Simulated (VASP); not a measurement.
# BP (d3) (F-43m) in VASP: notebook

Runs on BP (d3). Level: PBE+D3(BJ). Tasks: single point, relaxation of cell and atoms.

Everything below comes from runs of VASP 6.6.1. Logs are shortened: lines on timing, memory, paths and dates and some standing lists are left out, and cuts for length are marked.

## 1. The cell of the first run

Symmetry: F-43m, No. 216, cubic system. Conventional cell: a = 4.532 Å, b = 4.532 Å, c = 4.532 Å, α = 90.00°, β = 90.00°, γ = 90.00°. B (site symmetry -43m) has 4 P at 1.96 Å within 2.6 Å. Within 2.6 Å of P (site symmetry -43m) lie 4 B at 1.96 Å.

## 2. Single point, PBE+D3(BJ)

Input file INCAR:

```
ALGO = Normal ; EDIFF = 1E-6
ENCUT = 500 ; GGA = PE
GGA_COMPAT = False ; ISIF = 2
ISMEAR = 0 ; IVDW = 12
LASPH = True ; LCHARG = True
LELF = True ; LREAL = False
LVHAR = True ; LWAVE = False
NBANDS = 11 ; NELM = 120
PREC = Accurate ; SIGMA = 0.1
```

Input file KPOINTS:

```
k-points
0
Gamma
  8 8 8
```

Input file POSCAR:

```
BP
1.0
    0.0000000000      2.2660723800      2.2660723800
    2.2660723800      0.0000000000      2.2660723800
    2.2660723800      2.2660723800      0.0000000000
B P
1 1
Direct
    0.0000000000      0.0000000000      0.0000000000
    0.7500000000      0.7500000000      0.7500000000
```

Potentials or basis: VASP PAW PBE potentials, release 64 (B, P).

The run is started by

```console
> cat potpaw_PBE.64/B/POTCAR potpaw_PBE.64/P/POTCAR > POTCAR
> mpirun -np 1 vasp_std > vasp.out
```

OUTCAR:

```text
EDIFF = 1E-6
   ENCUT = 500
   GGA = PE
   ISIF = 2
   ISMEAR = 0
   IVDW = 12
   LASPH = True
   LREAL = False
   NELM = 120
   PREC = Accurate
 IVDW          = 12

 ion  position               nearest neighbor table
   1  0.000  0.000  0.000-   2 1.96   2 1.96   2 1.96   2 1.96
   2  0.750  0.750  0.750-   1 1.96   1 1.96   1 1.96   1 1.96

  LATTYP: Found a face centered cubic cell.
 ALAT       =     4.5321447600

  Lattice vectors:

 A1 = (   0.0000000000,   2.2660723800,   2.2660723800)
 A2 = (   2.2660723800,   0.0000000000,   2.2660723800)
 A3 = (   2.2660723800,   2.2660723800,   0.0000000000)

Analysis of symmetry for initial positions (statically):
=====================================================================
 Subroutine PRICEL returns:
 Original cell was already a primitive cell.

 Routine SETGRP: Setting up the symmetry group for a
 face centered cubic supercell.

 Subroutine GETGRP returns: Found 24 space group operations
 (whereof 24 operations were pure point group operations)
 out of a pool of 48 trial point group operations.

The static configuration has the point symmetry T_d .

Analysis of symmetry for dynamics (positions and initial velocities):
=====================================================================
 Subroutine PRICEL returns:
 Original cell was already a primitive cell.

 Routine SETGRP: Setting up the symmetry group for a
 face centered cubic supercell.

 Subroutine GETGRP returns: Found 24 space group operations
 (whereof 24 operations were pure point group operations)
 out of a pool of 48 trial point group operations.

The dynamic configuration has the point symmetry T_d .

 Subroutine INISYM returns: Found 24 space group operations
 (whereof 24 operations are pure point group operations),
 and found     1 'primitive' translations

----------------------------------------------------------------------------------------

                                     Primitive cell

  volume of cell :      23.2729

  direct lattice vectors                    reciprocal lattice vectors
     0.000000000  2.266072380  2.266072380    -0.220646085  0.220646085  0.220646085
     2.266072380  0.000000000  2.266072380     0.220646085 -0.220646085  0.220646085
     2.266072380  2.266072380  0.000000000     0.220646085  0.220646085 -0.220646085

  length of vectors
     3.204710293  3.204710293  3.204710293     0.382170230  0.382170230  0.382170230

  position of ions in fractional coordinates (direct lattice)
     0.000000000  0.000000000  0.000000000
     0.750000000  0.750000000  0.750000000

  ion indices of the primitive-cell ions
   primitive index   ion index
                 1           1
                 2           2

----------------------------------------------------------------------------------------

 KPOINTS: k-points

Automatic generation of k-mesh.
 Grid dimensions read from file:
 generate k-points for:    8    8    8

 Generating k-lattice:

  Cartesian coordinates                     Fractional coordinates (reciprocal lattice)
    -0.027580761  0.027580761  0.027580761     0.125000000  0.000000000  0.000000000
     0.027580761 -0.027580761  0.027580761     0.000000000  0.125000000  0.000000000
     0.027580761  0.027580761 -0.027580761     0.000000000  0.000000000  0.125000000

  Length of vectors
     0.047771279  0.047771279  0.047771279

  Shift w.r.t. Gamma in fractional coordinates (k-lattice)
     0.000000000  0.000000000  0.000000000

 Subroutine IBZKPT returns following result:
 ===========================================

 Found     29 irreducible k-points:

 Following reciprocal coordinates:
            Coordinates               Weight
  0.000000  0.000000  0.000000      1.000000
  0.125000  0.000000  0.000000      8.000000
  0.250000  0.000000  0.000000      8.000000
  0.375000  0.000000  0.000000      8.000000
  0.500000  0.000000  0.000000      4.000000
  0.125000  0.125000  0.000000      6.000000
[... 16 lines left out ...]
  0.500000  0.250000  0.125000     48.000000
 -0.375000  0.250000  0.125000     24.000000
 [... further k-points ...]
   k-points           NKPTS =     29   k-points in BZ     NKDIM =     29   number of bands    NBANDS=     11
   number of dos      NEDOS =    301   number of ions     NIONS =      2
   total plane-waves  NPLWV =  13824
   dimension x,y,z NGX =    24 NGY =   24 NGZ =   24
   dimension x,y,z NGXF=    48 NGYF=   48 NGZF=   48
   ions per type =               1   1
   NGX,Y,Z   is equivalent  to a cutoff of  12.45, 12.45, 12.45 a.u.
   NGXF,Y,Z  is equivalent  to a cutoff of  24.90, 24.90, 24.90 a.u.
 SYSTEM =  unknown system
   PREC   = accura    normal or accurate (medium, high low for compatibility)
   ISTART =      0    job   : 0-new  1-cont  2-samecut
   ICHARG =      2    charge: 1-file 2-atom 10-const
   ISPIN  =      1    spin polarized calculation?
   LNONCOLLINEAR =      F non collinear calculations
   LSORBIT =      F    spin-orbit coupling
   LASPH  =      T    aspherical Exc in radial PAW
   ENCUT  =  500.0 eV  36.75 Ry    6.06 a.u.   5.84  5.84  5.84*2*pi/ulx,y,z
   NELM   =    120;   NELMIN=  2; NELMDL= -5     # of ELM steps
   EDIFF  = 0.1E-05   stopping-criterion for ELM
   LREAL  =      F    real-space projection
   EDIFFG = 0.1E-04   stopping-criterion for IOM
   NSW    =      0    number of steps for IOM
   IBRION =     -1    ionic relax: 0-MD 1-quasi-New 2-CG
   NFREE  =      0    steps in history (QN), initial steepest desc. (CG)
   ISIF   =      2    stress and relaxation
   ISYM   =      2    0-nonsym 1-usesym 2-fastsym
   POTIM  = 0.5000    time-step for ionic-motion
   TEBEG  =    0.0;   TEEND  =   0.0 temperature during run
   PSTRESS=    0.0 pullay stress
   NELECT =       8.0000    total number of electrons
   NUPDOWN=      -1.0000    fix difference up-down
   EMIN   =  10.00;   EMAX   =-10.00  energy-range for DOS
   EFERMI =   0.00;   METHOD = LEGACY
   ISMEAR =     0;   SIGMA  =   0.10  broadening in eV -4-tet -1-fermi 0-gaus
   EFERMI_NEDOS =   21; number of points for ismear=-14 and -15
   IALGO  =     38    algorithm
   IMIX   =      4    mixing-type and parameters
     AMIX     =   0.40;   BMIX     =  1.00
     AMIX_MAG =   1.60;   BMIX_MAG =  1.00
  volume/ion in A,a.u.               =      11.64        78.53
  Fermi-wavevector in a.u.,A,eV,Ry     =   1.146800  2.167138 17.893708  1.315150
  Thomas-Fermi vector in A             =   2.283483
   LORBIT       =      0    0 simple, 1 ext, 2 COOP (PROOUT), +10 PAW based schemes
   GGA     = PE    functional components
   LHFCALC =     F    Hartree Fock is set to
   AEXX    =    0.0000 exact exchange contribution
   IVDW    =    12    specifies the selected vdW correction
   LEPSILON=     F    determine dielectric tensor
   LRPA    =     F    only Hartree local field effects (RPA)
 non-spin polarized calculation
 Gauss-broadening in eV      SIGMA  =   0.10
  energy-cutoff  :      500.00
  volume of cell :       23.27
 maximum number of plane-waves:       609
   NGX = 11   NGY = 11   NGZ = 11

 number of electron       8.0000000 magnetization

 Free energy of the ion-electron system (eV)
  ---------------------------------------------------
  ext. energy  EPLUGINS =         0.00000000
  ---------------------------------------------------
  free energy    TOTEN  =       -12.92754619 eV

  energy without entropy =      -12.92754619  energy(sigma->0) =      -12.92754619

 E-fermi :   7.9875     XC(G=0): -10.9235

 val. band max:        7.4797204941   @ k =   0.0000   0.0000   0.0000
 cond. band min:       8.7440021922   @ k =   0.3750   0.3750   0.0000
 fundamental gap:      1.2642816981
 Fermi energy:         7.9875279789

 k-point     1 :       0.0000    0.0000    0.0000
  band No.  band energies     occupation
      1      -8.0156      2.00000
      2       7.4797      2.00000
      3       7.4797      2.00000
      4       7.4797      2.00000
      5      10.8857      0.00000
      6      10.8857      0.00000
      7      10.8857      0.00000
      8      14.9131      0.00000
      9      19.0184      0.00000
     10      19.6188      0.00000
     11      19.6188      0.00000

 k-point     2 :       0.1250    0.0000    0.0000
  band No.  band energies     occupation
      1      -7.7336      2.00000
      2       5.6210      2.00000
      3       7.0502      2.00000
      4       7.0502      2.00000
      5      11.4261      0.00000
      6      11.4799      0.00000
      7      11.4799      0.00000
      8      15.6940      0.00000
      9      18.7085      0.00000
     10      18.7085      0.00000
     11      19.8558      0.00000

 k-point     3 :       0.2500    0.0000    0.0000
  band No.  band energies     occupation
      1      -6.9064      2.00000
      2       2.6216      2.00000
      3       6.3592      2.00000
      4       6.3592      2.00000
      5      11.5006      0.00000
      6      12.2508      0.00000
      7      12.2508      0.00000
      8      17.1256      0.00000
      9      18.4512      0.00000
     10      18.4512      0.00000
     11      20.5551      0.00000

 k-point     4 :       0.3750    0.0000    0.0000
  band No.  band energies     occupation
      1      -5.6397      2.00000
      2      -0.1122      2.00000
      3       5.8810      2.00000
      4       5.8810      2.00000
      5      11.3519      0.00000
      6      12.3035      0.00000
      7      12.3035      0.00000
      8      17.6611      0.00000
      9      20.1197      0.00000
     10      20.1197      0.00000
     11      21.3471      0.00000
[... 239 lines left out ...]
 k-point    22 :       0.3750    0.2500    0.1250
  band No.  band energies     occupation
      1      -6.1806      2.00000
      2       2.5385      2.00000
      3       3.6711      2.00000
      4       5.4964      2.00000
      5      10.9440      0.00000
      6      13.4951      0.00000
      7      13.7052      0.00000
      8      15.0225      0.00000
      9      19.1007      0.00000
     10      21.4009      0.00000
     11      23.1429      0.00000

 k-point    23 :       0.5000    0.2500    0.1250
  band No.  band energies     occupation
      1      -4.9448      2.00000
      2       0.3632      2.00000
      3       3.0193      2.00000
      4       4.7230      2.00000
      5      11.5879      0.00000
      6      12.9641      0.00000
      7      14.8235      0.00000
      8      15.8389      0.00000
      9      19.9267      0.00000
     10      20.9124      0.00000
     11      24.5913      0.00000

 k-point    24 :      -0.3750    0.2500    0.1250
  band No.  band energies     occupation
      1      -4.0160      2.00000
      2      -0.9930      2.00000
      3       2.9406      2.00000
      4       4.3524      2.00000
      5      11.6720      0.00000
      6      12.6916      0.00000
      7      15.8138      0.00000
      8      17.2938      0.00000
      9      17.9514      0.00000
     10      21.9259      0.00000
     11      24.3621      0.00000

 [... further k-points ...]

------------------------ aborting loop because EDIFF is reached ----------------------------------------

 Edisp (eV)   -0.64938

 E8    (eV) :    -0.2374

  FORCE on cell =-STRESS in cart. coord.  units (eV):
  Direction    XX          YY          ZZ          XY          YZ          ZX
  --------------------------------------------------------------------------------------
  -------------------------------------------------------------------------------------
  Total      -0.42450    -0.42450    -0.42450     0.00000    -0.00000     0.00000
  in kB     -29.22402   -29.22402   -29.22402     0.00000    -0.00000     0.00000
  external pressure =      -29.22 kB  Pullay stress =        0.00 kB

 VOLUME and BASIS-vectors are now :
 -----------------------------------------------------------------------------
  energy-cutoff  :      500.00
  volume of cell :       23.27
      direct lattice vectors                 reciprocal lattice vectors
     0.000000000  2.266072380  2.266072380    -0.220646085  0.220646085  0.220646085
     2.266072380  0.000000000  2.266072380     0.220646085 -0.220646085  0.220646085
     2.266072380  2.266072380  0.000000000     0.220646085  0.220646085 -0.220646085

 POSITION                                       TOTAL-FORCE (eV/Angst)
 -----------------------------------------------------------------------------------
      0.00000      0.00000      0.00000         0.000000      0.000000      0.000000
      3.39911      3.39911      3.39911        -0.000000     -0.000000     -0.000000
 -----------------------------------------------------------------------------------
    total drift:                               -0.000000     -0.000000     -0.000000

  FREE ENERGIE OF THE ION-ELECTRON SYSTEM (eV)
  ---------------------------------------------------
  free  energy   TOTEN  =       -13.5769307516 eV

  energy  without entropy=      -13.5769307516  energy(sigma->0) =      -13.57693075
```

Wall time 3.6 s (1 thread of Intel Xeon 6975P-C (Granite Rapids), shared host); peak memory 0.14 GiB.

Results:

| Quantity | Value |
| --- | --- |
| Free energy | -13.5769 eV |
| Pressure | -2.9 GPa |
| Band gap on the k mesh | 1.26 eV, indirect (least direct gap 3.41 eV) |
| Dispersion energy per atom | -0.325 eV |

[end of part 1 of 2]
